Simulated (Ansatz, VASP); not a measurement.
One calculation of SrTe, two programs

File INCAR:

```
PREC = Accurate
ENCUT = 500
EDIFF = 1E-6
ISMEAR = 0
SIGMA = 0.05
LREAL = False
LASPH = True
NELM = 120
ALGO = Normal
ISIF = 2
LWAVE = False
LCHARG = False
GGA = B5
ALDAX = 1.0
AGGAX = 1.0
AGGAC = 1.0
ALDAC = 0.0
NBANDS = 15
GGA_COMPAT = False
```

The input KPOINTS:

```
regular mesh
0
Gamma
  6 6 6
```

Contents of POSCAR:

```
SrTe
1.0
    0.0000000000      3.2835482389      3.2835482389
    3.2835482389      0.0000000000      3.2835482389
    3.2835482389      3.2835482389      0.0000000000
Sr Te
1 1
Direct
    0.5000000000      0.5000000000      0.5000000000
    0.0000000000      0.0000000000      0.0000000000
```

Input for Ansatz:

```yaml
crystal:
  lattice:
    - [0.0, 3.2835482389, 3.2835482389]
    - [3.2835482389, 0.0, 3.2835482389]
    - [3.2835482389, 3.2835482389, 0.0]
  atoms:
    - { symbol: Sr, position: [0.5, 0.5, 0.5] }
    - { symbol: Te, position: [0.0, 0.0, 0.0] }
basis:
  ecutwfc: 420
  ecutrho_ratio: 4
kpoints:
  mp_grid: { grid: [6, 6, 6] }
hamiltonian:
  xc: blyp
scf:
  occupations: { method: gaussian, width: 0.05 }
output:
  forces: true
  stress: true
  eigenvalues: true
```

Alike in both runs: task single point; functional BLYP; k mesh 6 × 6 × 6; occupations gaussian, width 0.05 eV; no spin polarisation.

```csv
,VASP,Ansatz
version,VASP 6.6.1,Ansatz 0.2.0
potentials or method,"VASP PAW PBE potentials, release 64 (Sr_sv, Te), cutoff 500 eV","scalar-relativistic, plane waves, PAW"
valence electrons in the cell,16,26
```

```csv
,VASP,Ansatz,Ansatz less VASP
gap on the k mesh at the Fermi level (eV),1.72,1.76,+0.044
least direct gap on the mesh (eV),2.47,2.50,+0.034
pressure (GPa),4.8,4.5,-0.21
```

VASP's potentials were made for PBE, not for BLYP. The functional is the same, so the differences come from potentials, cutoffs and numerics. VASP's potentials hold 16 valence electrons a cell and Ansatz's 26, so a difference there can come from the potentials and not from the codes.

Spin-orbit coupling is off throughout.
